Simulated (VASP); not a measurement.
# Sb (Pm-3m) in VASP: single point with r2SCAN

Aim: the single point of Sb with r2SCAN.

Program: VASP 6.6.1. These are calculated values, not measurements. Logs are shortened: lines on timing, memory, paths and dates and some standing lists are left out, and cuts for length are marked.

## (1) The cell of the first run

It takes space group Pm-3m (No. 221, cubic). The conventional cell has a = 3.083 Å, b = 3.083 Å, c = 3.083 Å, α = 90.00°, β = 90.00°, γ = 90.00°. Within 4.1 Å of Sb (site symmetry m-3m) lie 6 Sb at 3.08 Å.

This isn't the form of Sb at room conditions, which is rhombohedral.

## (2) Single point, r2SCAN

File POSCAR:

```
Sb
1.0
    3.0833436100      0.0000000000      0.0000000000
    0.0000000000      3.0833436100      0.0000000000
    0.0000000000      0.0000000000      3.0833436100
Sb
1
Direct
    0.0000000000      0.0000000000      0.0000000000
```

File INCAR.step1:

```
SYSTEM = Sb
ALGO     = Normal         ! electronic algorithm
EDIFF    = 1E-5           ! SCF threshold, eV
ENCUT    = 550            ! plane-wave cutoff, eV
GGA      = PE             ! functional
GGA_COMPAT= .False.      
ISMEAR   = -1             ! smearing method
LASPH    = .True.         ! aspherical terms in the spheres
LCHARG   = .False.        ! write CHGCAR
LREAL    = .False.        ! projectors in reciprocal space
LWAVE    = .True.         ! write WAVECAR
NBANDS   = 8              ! bands
NELM     = 120            ! most SCF steps
PREC     = Accurate       ! precision mode
SIGMA    = 0.05           ! smearing width, eV
```

File INCAR.step2:

```
SYSTEM = Sb
ALGO     = Normal         ! electronic algorithm
EDIFF    = 1E-6           ! SCF threshold, eV
ENCUT    = 550            ! plane-wave cutoff, eV
GGA_COMPAT= .False.      
ISIF     = 2              ! what is computed and relaxed
ISMEAR   = -1             ! smearing method
ISTART   = 1            
LASPH    = .True.         ! aspherical terms in the spheres
LCHARG   = .False.        ! write CHGCAR
LMIXTAU  = .True.       
LREAL    = .False.        ! projectors in reciprocal space
LWAVE    = .False.        ! write WAVECAR
METAGGA  = R2SCAN         ! meta-GGA
NBANDS   = 8              ! bands
NELM     = 120            ! most SCF steps
PREC     = Accurate       ! precision mode
SIGMA    = 0.05           ! smearing width, eV
```

File KPOINTS:

```
k-points
0
Gamma
  12 12 12
  0 0 0
```

Potentials or basis: VASP PAW PBE potentials, release 64 (Sb).

Started as:

```
$ cat potpaw_PBE.64/Sb/POTCAR > POTCAR
$ cp INCAR.step1 INCAR
$ mpirun -np 1 vasp_std > vasp.out
$ cp INCAR.step2 INCAR
$ mpirun -np 1 vasp_std > vasp.out
```

OUTCAR:

```text
SYSTEM = Sb
   EDIFF = 1E-6
   ENCUT = 550
   ISIF = 2
   ISMEAR = -1
   ISTART = 1
   LASPH = .True.
   LREAL = .False.
   METAGGA = R2SCAN
   NELM = 120
   PREC = Accurate

 ion  position               nearest neighbor table
   1  0.000  0.000  0.000-

  LATTYP: Found a simple cubic cell.
 ALAT       =     3.0833436100

  Lattice vectors:

 A1 = (   3.0833436100,   0.0000000000,   0.0000000000)
 A2 = (   0.0000000000,   3.0833436100,   0.0000000000)
 A3 = (   0.0000000000,   0.0000000000,   3.0833436100)

Analysis of symmetry for initial positions (statically):
=====================================================================
 Subroutine PRICEL returns:
 Original cell was already a primitive cell.

 Routine SETGRP: Setting up the symmetry group for a
 simple cubic supercell.

 Subroutine GETGRP returns: Found 48 space group operations
 (whereof 48 operations were pure point group operations)
 out of a pool of 48 trial point group operations.

The static configuration has the point symmetry O_h .

Analysis of symmetry for dynamics (positions and initial velocities):
=====================================================================
 Subroutine PRICEL returns:
 Original cell was already a primitive cell.

 Routine SETGRP: Setting up the symmetry group for a
 simple cubic supercell.

 Subroutine GETGRP returns: Found 48 space group operations
 (whereof 48 operations were pure point group operations)
 out of a pool of 48 trial point group operations.

The dynamic configuration has the point symmetry O_h .

 Subroutine INISYM returns: Found 48 space group operations
 (whereof 48 operations are pure point group operations),
 and found     1 'primitive' translations

----------------------------------------------------------------------------------------

                                     Primitive cell

  volume of cell :      29.3134

  direct lattice vectors                    reciprocal lattice vectors
     3.083343610  0.000000000  0.000000000     0.324323243  0.000000000  0.000000000
     0.000000000  3.083343610  0.000000000     0.000000000  0.324323243  0.000000000
     0.000000000  0.000000000  3.083343610     0.000000000  0.000000000  0.324323243

  length of vectors
     3.083343610  3.083343610  3.083343610     0.324323243  0.324323243  0.324323243

  position of ions in fractional coordinates (direct lattice)
     0.000000000  0.000000000  0.000000000

  ion indices of the primitive-cell ions
   primitive index   ion index
                 1           1

----------------------------------------------------------------------------------------

 KPOINTS: k-points

Automatic generation of k-mesh.
 Grid dimensions read from file:
 generate k-points for:   12   12   12

 Generating k-lattice:

  Cartesian coordinates                     Fractional coordinates (reciprocal lattice)
     0.027026937  0.000000000  0.000000000     0.083333333  0.000000000  0.000000000
     0.000000000  0.027026937  0.000000000     0.000000000  0.083333333  0.000000000
     0.000000000  0.000000000  0.027026937     0.000000000  0.000000000  0.083333333

  Length of vectors
     0.027026937  0.027026937  0.027026937

  Shift w.r.t. Gamma in fractional coordinates (k-lattice)
     0.000000000  0.000000000  0.000000000

 Subroutine IBZKPT returns following result:
 ===========================================

 Found     84 irreducible k-points:

 Following reciprocal coordinates:
            Coordinates               Weight
  0.000000  0.000000  0.000000      1.000000
  0.083333  0.000000  0.000000      6.000000
  0.166667  0.000000  0.000000      6.000000
  0.250000  0.000000  0.000000      6.000000
  0.333333  0.000000  0.000000      6.000000
  0.416667  0.000000  0.000000      6.000000
[... 16 lines left out ...]
  0.333333  0.333333  0.000000     12.000000
  0.416667  0.333333  0.000000     24.000000
 [... further k-points ...]
   k-points           NKPTS =     84   k-points in BZ     NKDIM =     84   number of bands    NBANDS=      8
   number of dos      NEDOS =    301   number of ions     NIONS =      1
   total plane-waves  NPLWV =  13824
   dimension x,y,z NGX =    24 NGY =   24 NGZ =   24
   dimension x,y,z NGXF=    48 NGYF=   48 NGZF=   48
   ions per type =               1
   NGX,Y,Z   is equivalent  to a cutoff of  12.94, 12.94, 12.94 a.u.
   NGXF,Y,Z  is equivalent  to a cutoff of  25.88, 25.88, 25.88 a.u.
 SYSTEM =  Sb
   PREC   = accura    normal or accurate (medium, high low for compatibility)
   ISTART =      1    job   : 0-new  1-cont  2-samecut
   ICHARG =      0    charge: 1-file 2-atom 10-const
   ISPIN  =      1    spin polarized calculation?
   LNONCOLLINEAR =      F non collinear calculations
   LSORBIT =      F    spin-orbit coupling
   LASPH  =      T    aspherical Exc in radial PAW
   ENCUT  =  550.0 eV  40.42 Ry    6.36 a.u.   5.90  5.90  5.90*2*pi/ulx,y,z
   NELM   =    120;   NELMIN=  2; NELMDL=  0     # of ELM steps
   EDIFF  = 0.1E-05   stopping-criterion for ELM
   LREAL  =      F    real-space projection
   EDIFFG = 0.1E-04   stopping-criterion for IOM
   NSW    =      0    number of steps for IOM
   IBRION =     -1    ionic relax: 0-MD 1-quasi-New 2-CG
   NFREE  =      0    steps in history (QN), initial steepest desc. (CG)
   ISIF   =      2    stress and relaxation
   ISYM   =      2    0-nonsym 1-usesym 2-fastsym
   POTIM  = 0.5000    time-step for ionic-motion
   TEBEG  =    0.0;   TEEND  =   0.0 temperature during run
   PSTRESS=    0.0 pullay stress
   NELECT =       5.0000    total number of electrons
   NUPDOWN=      -1.0000    fix difference up-down
   EMIN   =  10.00;   EMAX   =-10.00  energy-range for DOS
   EFERMI =   0.00;   METHOD = LEGACY
   ISMEAR =    -1;   SIGMA  =   0.05  broadening in eV -4-tet -1-fermi 0-gaus
   EFERMI_NEDOS =   21; number of points for ismear=-14 and -15
   IALGO  =     38    algorithm
   IMIX   =      4    mixing-type and parameters
     AMIX     =   0.40;   BMIX     =  1.00
     AMIX_MAG =   1.60;   BMIX_MAG =  1.00
  volume/ion in A,a.u.               =      29.31       197.82
  Fermi-wavevector in a.u.,A,eV,Ry     =   0.907910  1.715702 11.215296  0.824301
  Thomas-Fermi vector in A             =   2.031774
   LORBIT       =      0    0 simple, 1 ext, 2 COOP (PROOUT), +10 PAW based schemes
   METAGGA = R2SCAN    functional components
   LHFCALC =     F    Hartree Fock is set to
   AEXX    =    0.0000 exact exchange contribution
   IVDW    =     0    specifies the selected vdW correction
   LEPSILON=     F    determine dielectric tensor
   LRPA    =     F    only Hartree local field effects (RPA)
 non-spin polarized calculation
  energy-cutoff  :      550.00
  volume of cell :       29.31
 maximum number of plane-waves:       912
 NGX is ok and might be reduce to    24
   NGX = 11   NGY = 11   NGZ = 11

 number of electron       4.9999999 magnetization

 Free energy of the ion-electron system (eV)
  ---------------------------------------------------
  ext. energy  EPLUGINS =         0.00000000
  ---------------------------------------------------
  free energy    TOTEN  =       -25.62638485 eV

  energy without entropy =      -25.62042627  energy(sigma->0) =      -25.62340556

 E-fermi :   7.4050     XC(G=0): -10.1901

 val. band max:        7.4027353832   @ k =   0.1667   0.0833   0.0000
 cond. band min:       7.4359067352   @ k =   0.4167   0.3333   0.3333
 fundamental gap:      0.0331713520
 Fermi energy:         7.4050329496

 k-point     1 :       0.0000    0.0000    0.0000
  band No.  band energies     occupation
      1      -5.8365      2.00000
      2      10.7683      0.00000
      3      10.7683      0.00000
      4      10.7683      0.00000
      5      14.5425      0.00000
      6      14.5425      0.00000
      7      16.5415      0.00000
      8      25.8295      0.00000

 k-point     2 :       0.0833    0.0000    0.0000
  band No.  band energies     occupation
      1      -5.7283      2.00000
      2       9.4777      0.00000
      3      10.8759      0.00000
      4      10.8759      0.00000
      5      14.6263      0.00000
      6      15.3806      0.00000
      7      17.2204      0.00000
      8      24.9492      0.00000

 k-point     3 :       0.1667    0.0000    0.0000
  band No.  band energies     occupation
      1      -5.4074      2.00000
      2       7.3049      1.76223
      3      11.1880      0.00000
      4      11.1880      0.00000
      5      14.8752      0.00000
      6      16.0415      0.00000
      7      19.3852      0.00000
      8      23.4781      0.00000

 k-point     4 :       0.2500    0.0000    0.0000
  band No.  band energies     occupation
      1      -4.8896      2.00000
      2       5.1726      2.00000
      3      11.6680      0.00000
      4      11.6680      0.00000
      5      15.2797      0.00000
      6      16.5805      0.00000
      7      21.8487      0.00000
      8      21.9921      0.00000

 k-point     5 :       0.3333    0.0000    0.0000
  band No.  band energies     occupation
      1      -4.2202      2.00000
      2       3.2976      2.00000
      3      12.2380      0.00000
      4      12.2380      0.00000
      5      15.8106      0.00000
      6      17.2460      0.00000
      7      20.6691      0.00000
      8      20.6691      0.00000

 k-point     6 :       0.4167    0.0000    0.0000
  band No.  band energies     occupation
      1      -3.5359      2.00000
      2       1.8736      2.00000
      3      12.7469      0.00000
      4      12.7469      0.00000
      5      16.3722      0.00000
      6      18.0554      0.00000
      7      19.6973      0.00000
      8      19.6973      0.00000

 k-point     7 :       0.5000    0.0000    0.0000
  band No.  band energies     occupation
      1      -3.1986      2.00000
      2       1.2873      2.00000
      3      12.9635      0.00000
      4      12.9635      0.00000
      5      16.6638      0.00000
      6      18.6728      0.00000
      7      19.3249      0.00000
      8      19.3249      0.00000
[... 133 lines left out ...]
 k-point    20 :       0.3333    0.2500    0.0000
  band No.  band energies     occupation
      1      -3.2625      2.00000
      2       4.1529      2.00000
      3       6.7169      2.00000
      4      13.1595      0.00000
      5      14.4393      0.00000
      6      17.4733      0.00000
      7      21.3515      0.00000
      8      21.8616      0.00000

 k-point    21 :       0.4167    0.2500    0.0000
  band No.  band energies     occupation
      1      -2.5669      2.00000
      2       2.7330      2.00000
      3       7.2621      1.89152
      4      13.2943      0.00000
      5      13.6788      0.00000
      6      18.1922      0.00000
      7      20.3942      0.00000
      8      20.7396      0.00000

 k-point    22 :       0.5000    0.2500    0.0000
  band No.  band energies     occupation
      1      -2.2207      2.00000
      2       2.1403      2.00000
      3       7.5119      0.21122
      4      12.8422      0.00000
      5      13.9007      0.00000
      6      18.7202      0.00000
      7      20.0248      0.00000
      8      20.0455      0.00000

 k-point    23 :       0.3333    0.3333    0.0000
  band No.  band energies     occupation
      1      -2.5785      2.00000
      2       4.4759      2.00000
      3       5.0824      2.00000
      4      12.8568      0.00000
      5      13.7441      0.00000
      6      18.0837      0.00000
      7      21.7770      0.00000
      8      21.8653      0.00000

 k-point    24 :       0.4167    0.3333    0.0000
  band No.  band energies     occupation
      1      -1.8677      2.00000
      2       3.2884      2.00000
      3       5.3575      2.00000
      4      11.6988      0.00000
      5      14.2682      0.00000
      6      18.8324      0.00000
      7      20.8820      0.00000
      8      21.3568      0.00000

 [... further k-points ...]

------------------------ aborting loop because EDIFF is reached ----------------------------------------

  FORCE on cell =-STRESS in cart. coord.  units (eV):
  Direction    XX          YY          ZZ          XY          YZ          ZX
  --------------------------------------------------------------------------------------
  -------------------------------------------------------------------------------------
  Total        0.0393005      0.0393005      0.0393005     -0.0000000     -0.0000000     -0.0000000
  in kB        2.1480428      2.1480428      2.1480428     -0.0000000     -0.0000000     -0.0000000
  external PRESSURE =       2.1480428 kB  Pullay stress =       0.0000000 kB

 VOLUME and BASIS-vectors are now :
 -----------------------------------------------------------------------------
  energy-cutoff  :      550.00
  volume of cell :       29.31
      direct lattice vectors                 reciprocal lattice vectors
     3.083343610  0.000000000  0.000000000     0.324323243  0.000000000  0.000000000
     0.000000000  3.083343610  0.000000000     0.000000000  0.324323243  0.000000000
     0.000000000  0.000000000  3.083343610     0.000000000  0.000000000  0.324323243

 POSITION                                       TOTAL-FORCE (eV/Angst)
 -----------------------------------------------------------------------------------
      0.00000      0.00000      0.00000         0.000000      0.000000      0.000000
 -----------------------------------------------------------------------------------
    total drift:                               -0.000000      0.000000      0.000000

  FREE ENERGIE OF THE ION-ELECTRON SYSTEM (eV)
  ---------------------------------------------------
  free  energy   TOTEN  =       -25.6263848454 eV

  energy  without entropy=      -25.6204262742  energy(sigma->0) =      -25.62340556
```

Run time: 50 s. Hardware: 1 thread of AMD EPYC 7R43 (Zen 3), shared host; peak memory 0.12 GiB.

Results:

| Item | Value |
| --- | --- |
| Free energy | -25.6264 eV |
| Pressure | 0.2 GPa |
| Band gap on the k mesh | zero (an odd number of electrons rules out a gap without spin polarisation) |

Caveat: the PAW data sets were made with another functional, which shifts forces and pressure a little; spin-orbit coupling is left out, which moves the levels of the heavy elements.
